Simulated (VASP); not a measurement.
# BaTiO3 (P4mm) in VASP: a series of runs

Aim: see how the results for BaTiO3 move with the level of theory and the settings. Levels: r2SCAN+U, PBE+D4, RPBE+D4. Tasks: single point.

Program: VASP 6.6.1. These are calculated values, not measurements. Logs are shortened: lines on timing, memory, paths and dates and some standing lists are left out, and cuts for length are marked.

### 1 The cell of the first run

Symmetry: P4mm, No. 99, tetragonal system. The conventional cell has a = 3.978 Å, b = 3.978 Å, c = 4.098 Å, α = 90.00°, β = 90.00°, γ = 90.00°. Within 3.7 Å of Ba (site symmetry 4mm) lie 12 O at 2.80 to 2.92 Å and 8 Ti at 3.44 to 3.52 Å. Within 2.4 Å of Ti (site symmetry 4mm) lie 6 O at 1.83 to 2.27 Å. O (site symmetry 2mm) has 2 Ti at 1.99 Å within 2.6 Å. O (site symmetry 4mm) has 2 Ti at 1.83 to 2.27 Å within 2.4 Å.

### 2 Single point, r2SCAN+U

Contents of POSCAR:

```
BaTiO3
1.0
    3.9777940997      0.0000000000      0.0000000000
    0.0000000000      3.9777940997      0.0000000000
    0.0000000000      0.0000000000      4.0976387613
Ba Ti O
1 1 3
Direct
    0.0000000000      0.0000000000     -0.0032107490
    0.5000000000      0.5000000000      0.4797212312
    0.0000000000      0.5000000000      0.5170022195
    0.5000000000      0.0000000000      0.5170022195
    0.5000000000      0.5000000000      0.0324850789
```

Contents of INCAR.step1:

```
PREC     = Accurate       # precision mode
ENCUT    = 520            # plane-wave cutoff, eV
ISMEAR   = -1             # smearing method
SIGMA    = 0.05           # smearing width, eV
LREAL    = F              # projectors in reciprocal space
LASPH    = T              # aspherical terms in the spheres
NELM     = 150            # most SCF steps
LMAXMIX  = 4              # l up to which the mixer works
LDAU     = T              # DFT+U
LDAUTYPE = 2            
LDAUL    = -1 2 -1        # shell
LDAUU    = 0 1 0          # U, eV
LDAUJ    = 0 0 0        
NBANDS   = 28             # bands
GGA      = PE             # functional
ALGO     = Normal         # electronic algorithm
EDIFF    = 1E-4           # SCF threshold, eV
LWAVE    = T              # write WAVECAR
LCHARG   = F              # write CHGCAR
```

Contents of INCAR.step2:

```
PREC     = Accurate       # precision mode
ENCUT    = 520            # plane-wave cutoff, eV
EDIFF    = 1E-7           # SCF threshold, eV
ISMEAR   = -1             # smearing method
SIGMA    = 0.05           # smearing width, eV
LREAL    = F              # projectors in reciprocal space
LASPH    = T              # aspherical terms in the spheres
NELM     = 150            # most SCF steps
ALGO     = Normal         # electronic algorithm
ISIF     = 2              # what is computed and relaxed
LWAVE    = F              # write WAVECAR
LCHARG   = F              # write CHGCAR
LMAXMIX  = 4              # l up to which the mixer works
LDAU     = T              # DFT+U
LDAUTYPE = 2            
LDAUL    = -1 2 -1        # shell
LDAUU    = 0 1 0          # U, eV
LDAUJ    = 0 0 0        
LDAUPRINT= 1            
METAGGA  = R2SCAN         # meta-GGA
LMIXTAU  = T            
NBANDS   = 28             # bands
ISTART   = 1
```

Contents of KPOINTS:

```
Automatic mesh
0
Gamma
  7 7 7
```

Potentials or basis: VASP PAW PBE potentials, release 64 (Ba_sv, Ti_sv, O).

Launch:

```bash
> cat potpaw_PBE.64/Ba_sv/POTCAR potpaw_PBE.64/Ti_sv/POTCAR potpaw_PBE.64/O/POTCAR > POTCAR
> cp INCAR.step1 INCAR
> mpirun -np 1 vasp_std > vasp.out
> cp INCAR.step2 INCAR
> mpirun -np 1 vasp_std > vasp.out
```

OUTCAR:

```text
PREC = Accurate
   ENCUT = 520
   EDIFF = 1E-7
   ISMEAR = -1
   LREAL = F
   LASPH = T
   NELM = 150
   ISIF = 2
   METAGGA = R2SCAN
   ISTART = 1

 ion  position               nearest neighbor table
   1  0.000  0.000  0.997-   3 2.80   4 2.80   3 2.80   4 2.80   5 2.82   5 2.82   5 2.82   5 2.82
                             4 2.92   3 2.92   4 2.92   3 2.92   2 3.44   2 3.44   2 3.44   2 3.44
   2  0.500  0.500  0.480-   5 1.83   4 1.99   3 1.99   4 1.99   3 1.99   5 2.27   1 3.44   1 3.44
                             1 3.44   1 3.44   1 3.52   1 3.52   1 3.52   1 3.52
   3  0.000  0.500  0.517-   2 1.99   2 1.99   1 2.80   1 2.80   1 2.92   1 2.92
   4  0.500  0.000  0.517-   2 1.99   2 1.99   1 2.80   1 2.80   1 2.92   1 2.92
   5  0.500  0.500  0.032-   2 1.83   2 2.27   1 2.82   1 2.82   1 2.82   1 2.82

  LATTYP: Found a simple tetragonal cell.
 ALAT       =     3.9777940997
 C/A-ratio  =     1.0301284226

  Lattice vectors:

 A1 = (   3.9777940997,   0.0000000000,   0.0000000000)
 A2 = (   0.0000000000,   3.9777940997,   0.0000000000)
 A3 = (   0.0000000000,   0.0000000000,   4.0976387613)

Analysis of symmetry for initial positions (statically):
=====================================================================
 Subroutine PRICEL returns:
 Original cell was already a primitive cell.

 Routine SETGRP: Setting up the symmetry group for a
 simple tetragonal supercell.

 Subroutine GETGRP returns: Found  8 space group operations
 (whereof  8 operations were pure point group operations)
 out of a pool of 16 trial point group operations.

The static configuration has the point symmetry C_4v.

Analysis of symmetry for dynamics (positions and initial velocities):
=====================================================================
 Subroutine PRICEL returns:
 Original cell was already a primitive cell.

 Routine SETGRP: Setting up the symmetry group for a
 simple tetragonal supercell.

 Subroutine GETGRP returns: Found  8 space group operations
 (whereof  8 operations were pure point group operations)
 out of a pool of 16 trial point group operations.

[... 151 lines left out ...]

spin component  1

  0.1072 -0.0000  0.0000 -0.0000 -0.0000
 -0.0000  0.1205  0.0000  0.0000  0.0000
  0.0000  0.0000  0.2554 -0.0000  0.0000
 -0.0000  0.0000 -0.0000  0.1205  0.0000
 -0.0000  0.0000  0.0000  0.0000  0.2395

spin component  2

  0.1072 -0.0000  0.0000 -0.0000 -0.0000
 -0.0000  0.1205  0.0000  0.0000  0.0000
  0.0000  0.0000  0.2554 -0.0000  0.0000
 -0.0000  0.0000 -0.0000  0.1205  0.0000
 -0.0000  0.0000  0.0000  0.0000  0.2395

 occupancies and eigenvectors

  o =  0.1072  v =  1.0000  0.0000  0.0000  0.0000  0.0000  0.0000  0.0000  0.0000  0.0000  0.0000      0.0000  0.0000  0.0000  0.0000  0.0000  0.0000  0.0000  0.0000  0.0000  0.0000
  o =  0.1072  v =  0.0000  0.0000  0.0000  0.0000  0.0000  1.0000  0.0000  0.0000  0.0000  0.0000      0.0000  0.0000  0.0000  0.0000  0.0000  0.0000  0.0000  0.0000  0.0000  0.0000
  o =  0.1205  v =  0.0000  0.9997 -0.0000  0.0251  0.0000  0.0000  0.0000  0.0000  0.0000  0.0000      0.0000  0.0000  0.0000  0.0000  0.0000  0.0000  0.0000  0.0000  0.0000  0.0000
  o =  0.1205  v =  0.0000  0.0000  0.0000  0.0000  0.0000  0.0000  0.9997 -0.0000  0.0251  0.0000      0.0000  0.0000  0.0000  0.0000  0.0000  0.0000  0.0000  0.0000  0.0000  0.0000
  o =  0.1205  v =  0.0000 -0.0251  0.0000  0.9997 -0.0000  0.0000  0.0000  0.0000  0.0000  0.0000      0.0000  0.0000  0.0000  0.0000  0.0000  0.0000  0.0000  0.0000  0.0000  0.0000
  o =  0.1205  v =  0.0000  0.0000  0.0000  0.0000  0.0000  0.0000 -0.0251  0.0000  0.9997 -0.0000      0.0000  0.0000  0.0000  0.0000  0.0000  0.0000  0.0000  0.0000  0.0000  0.0000
  o =  0.2395  v =  0.0000  0.0000  0.0000  0.0000  0.0000  0.0000  0.0000 -0.0000 -0.0000 -1.0000      0.0000  0.0000  0.0000  0.0000  0.0000  0.0000  0.0000  0.0000  0.0000  0.0000
  o =  0.2395  v =  0.0000  0.0000 -0.0000 -0.0000 -1.0000  0.0000  0.0000  0.0000  0.0000  0.0000      0.0000  0.0000  0.0000  0.0000  0.0000  0.0000  0.0000  0.0000  0.0000  0.0000
  o =  0.2554  v =  0.0000  0.0000  0.0000  0.0000  0.0000  0.0000 -0.0000 -1.0000 -0.0000  0.0000      0.0000  0.0000  0.0000  0.0000  0.0000  0.0000  0.0000  0.0000  0.0000  0.0000
  o =  0.2554  v =  0.0000 -0.0000 -1.0000 -0.0000  0.0000  0.0000  0.0000  0.0000  0.0000  0.0000      0.0000  0.0000  0.0000  0.0000  0.0000  0.0000  0.0000  0.0000  0.0000  0.0000

 number of electron      39.9999984 magnetization

 Free energy of the ion-electron system (eV)
  ---------------------------------------------------
  ext. energy  EPLUGINS =         0.00000000
  ---------------------------------------------------
  free energy    TOTEN  =       -73.57423437 eV

  energy without entropy =      -73.57423437  energy(sigma->0) =      -73.57423437

 E-fermi :   4.5680     XC(G=0): -11.8416

 val. band max:        3.5044547698   @ k =   0.4286   0.4286   0.4286
 cond. band min:       5.9458424191   @ k =   0.0000   0.0000   0.0000
 fundamental gap:      2.4413876493
 Fermi energy:         4.5680185195

 k-point     1 :       0.0000    0.0000    0.0000
  band No.  band energies     occupation
      1     -55.4586      2.00000
      2     -30.6969      2.00000
      3     -30.6005      2.00000
      4     -30.6005      2.00000
      5     -22.0619      2.00000
      6     -14.3708      2.00000
[... 733 lines left out ...]
     27      12.4744      0.00000
     28      12.9823      0.00000

 [... further k-points ...]
[... 5 lines left out ...]
  --------------------------------------------------------------------------------------
  -------------------------------------------------------------------------------------
  Total        0.9526231      0.9526231      1.0702492      0.0000000      0.0000000      0.0000000
  in kB       23.5403779     23.5403779     26.4470491      0.0000000      0.0000000      0.0000000
  external PRESSURE =      24.5092683 kB  Pullay stress =       0.0000000 kB

 VOLUME and BASIS-vectors are now :
 -----------------------------------------------------------------------------
  energy-cutoff  :      520.00
  volume of cell :       64.84
      direct lattice vectors                 reciprocal lattice vectors
     3.977794100  0.000000000  0.000000000     0.251395616  0.000000000  0.000000000
     0.000000000  3.977794100  0.000000000     0.000000000  0.251395616  0.000000000
     0.000000000  0.000000000  4.097638761     0.000000000  0.000000000  0.244042986

 POSITION                                       TOTAL-FORCE (eV/Angst)
 -----------------------------------------------------------------------------------
      0.00000      0.00000      4.08448         0.000000      0.000000      0.028370
      1.98890      1.98890      1.96572         0.000000     -0.000000      0.294568
      0.00000      1.98890      2.11849        -0.000000      0.000000     -0.015633
      1.98890      0.00000      2.11849         0.000000      0.000000     -0.015633
      1.98890      1.98890      0.13311         0.000000      0.000000     -0.291672
 -----------------------------------------------------------------------------------
    total drift:                                0.000000      0.000000     -0.004407

  FREE ENERGIE OF THE ION-ELECTRON SYSTEM (eV)
  ---------------------------------------------------
  free  energy   TOTEN  =       -73.5742343675 eV

  energy  without entropy=      -73.5742343674  energy(sigma->0) =      -73.57423437
```

Wall time 3.4 min (1 thread of Intel Xeon Platinum 8488C (Sapphire Rapids), shared host); peak memory 0.22 GiB.

What came out:

- Free energy: -73.5742 eV
- Pressure: 2.5 GPa
- Largest force: 0.295 eV/Å
- Band gap on the k mesh: 2.44 eV, indirect (least direct gap 2.80 eV)

Forces on the atoms (eV/Å):
```
Ba   0.000  0.000  0.028
Ti   0.000  0.000  0.295
O    0.000  0.000 -0.016
O    0.000  0.000 -0.016
O    0.000  0.000 -0.292
```

Stress tensor (GPa, compression positive):
```
2.35 0.00 0.00
0.00 2.35 0.00
0.00 0.00 2.64
```

Eigenvalues of the final occupation matrices:
| site | spin | trace | eigenvalues |
| --- | --- | --- | --- |
| site 2 d | 1 | 0.84 | 0.11 0.12 0.12 0.24 0.26 |
| site 2 d | 2 | 0.84 | 0.11 0.12 0.12 0.24 0.26 |

Caveat: the PAW data sets were made with another functional, which shifts forces and pressure a little; spin-orbit coupling is left out, which moves the levels of the heavy elements. A k mesh can miss the band edges.

### 3 Single point, PBE+D4

This run uses another cell than the first one, of 13.01 Å³/atom, 1.003 times its volume.

Contents of INCAR:

```
SYSTEM = BaTiO3
ALGO = Normal
EDIFF = 1E-6
ENCUT = 520
GGA = PE
ISIF = 2
ISMEAR = -1
IVDW = 13
LASPH = .True.
LCHARG = .False.
LREAL = .False.
LWAVE = .False.
NBANDS = 28
NELM = 80
PREC = Accurate
SIGMA = 0.05
```

Contents of KPOINTS:

```
k-points
0
Gamma
  7 7 7
  0 0 0
```

Contents of POSCAR:

```
BaTiO3
1.0
    3.9730081495      0.0000000000      0.0000000000
    0.0000000000      3.9730081495      0.0000000000
    0.0000000000      0.0000000000      4.1197862728
Ba Ti O
1 1 3
Direct
    0.0000000000      0.0000000000     -0.0062069092
    0.5000000000      0.5000000000      0.4771117719
    0.0000000000      0.5000000000      0.5189362354
    0.5000000000      0.0000000000      0.5189362354
    0.5000000000      0.5000000000      0.0342226665
```

Potentials or basis: VASP PAW PBE potentials, release 64 (Ba_sv, Ti_sv, O).

Launch:

```bash
> cat potpaw_PBE.64/Ba_sv/POTCAR potpaw_PBE.64/Ti_sv/POTCAR potpaw_PBE.64/O/POTCAR > POTCAR
> mpirun -np 1 vasp_std > vasp.out
```

Wall time 64 s (1 thread of Intel Xeon 6975P-C, shared host); peak memory 0.22 GiB.

It converged, with:

- Free energy: -41.0782 eV
- Pressure: 1.7 GPa
- Largest force: 0.071 eV/Å
- Band gap on the k mesh: 1.92 eV, indirect (least direct gap 2.31 eV)
- Dispersion energy per atom: -0.213 eV

Forces in eV/Å, atoms in the order of the input:
```
Ba   0.000  0.000  0.043
Ti   0.000  0.000  0.071
O    0.000  0.000 -0.022
O    0.000  0.000 -0.022
O    0.000  0.000 -0.070
```

Levels at points of the mesh, in eV from the valence-band top:
```tsv
k point	band 17	band 18	band 19	band 20	band 21	band 22	band 23	band 24
(0.00, 0.00, 0.00)	-1.18	-0.61	-0.39	-0.39	1.92	2.44	2.44	4.19
```

Caveat: spin-orbit coupling is left out, which moves the levels of the heavy elements.

### 4 Single point, RPBE+D4

This run uses another cell than the first one, of 13.21 Å³/atom, 1.018 times its volume.

Contents of INCAR:

```
SYSTEM = BaTiO3
PREC = Accurate
ENCUT = 520
EDIFF = 1E-6
ISMEAR = -1
SIGMA = 0.05
LREAL = .False.
LASPH = .True.
NELM = 100
ALGO = Normal
ISIF = 2
LWAVE = .False.
LCHARG = .True.
GGA = RP
IVDW = 13
LELF = .True.
LVHAR = .True.
NBANDS = 28
```

Contents of KPOINTS:

```
Automatic mesh
0
Gamma
  7 7 7
  0 0 0
```

Contents of POSCAR:

```
BaTiO3
1.0
    3.9775264480      0.0000000000      0.0000000000
    0.0000000000      3.9775264480      0.0000000000
    0.0000000000      0.0000000000      4.1737413276
Ba Ti O
1 1 3
Direct
    0.0000000000      0.0000000000     -0.0097580693
    0.5000000000      0.5000000000      0.4734264278
    0.0000000000      0.5000000000      0.5202249541
    0.5000000000      0.0000000000      0.5202249541
    0.5000000000      0.5000000000      0.0388817333
```

Launch:

```bash
> cat potpaw_PBE.64/Ba_sv/POTCAR potpaw_PBE.64/Ti_sv/POTCAR potpaw_PBE.64/O/POTCAR > POTCAR
> mpirun -np 1 vasp_std > vasp.out
```

Run time: 70 s. Hardware: 1 thread of Intel Xeon 6975P-C, shared host; peak memory 0.23 GiB.

It converged, with:

```yaml
Free_energy: -40.0622 eV
Pressure: 1.6 GPa
Largest_force: 0.056 eV/Å
Band_gap_on_the_k_mesh: 1.95 eV, indirect (least direct gap 2.39 eV)
Dispersion_energy_per_atom: -0.421 eV
```

Forces on the atoms (eV/Å):
```
Ba   0.000  0.000  0.049
Ti   0.000  0.000  0.056
O    0.000  0.000 -0.025
O    0.000  0.000 -0.025
O    0.000  0.000 -0.055
```

Levels at points of the mesh, in eV from the valence-band top:
| k point | band 16 | band 17 | band 18 | band 19 | band 20 | band 21 | band 22 | band 23 | band 24 | band 25 |
| --- | --- | --- | --- | --- | --- | --- | --- | --- | --- | --- |
| (0.00, 0.00, 0.00) | -1.59 | -1.21 | -0.77 | -0.44 | -0.44 | 1.95 | 2.56 | 2.56 | 4.15 | 4.36 |

Caveat: the PAW data sets were made with another functional, which shifts forces and pressure a little; spin-orbit coupling is left out, which moves the levels of the heavy elements. A k mesh can miss the band edges.

### 5 The runs side by side

| level | U | cell | gap on the mesh (eV) | pressure (GPa) | largest force (eV/Å) |
| --- | --- | --- | --- | --- | --- |
| r2SCAN+U | Ti d U = 1.0 eV | a = 3.978, b = 3.978, c = 4.098 Å, 5 atoms | 2.44 | 2.5 | 0.29 |
| PBE+D4 | - | a = 3.973, b = 3.973, c = 4.120 Å, 5 atoms | 1.92 | 1.7 | 0.07 |
| RPBE+D4 | - | a = 3.978, b = 3.978, c = 4.174 Å, 5 atoms | 1.95 | 1.6 | 0.06 |

Alike in all rows: task single point; potentials or basis VASP PAW PBE potentials, release 64 (Ba_sv, Ti_sv, O); no spin polarisation; k mesh 7 × 7 × 7; cutoff (eV) 520; smearing fermi-dirac 0.05 eV.

Caveats: spin-orbit coupling is left out, which moves the levels of the heavy elements; the PAW data sets were made with another functional, which shifts forces and pressure a little (some runs).

Absolute energies hang on the potentials; compare differences alone.
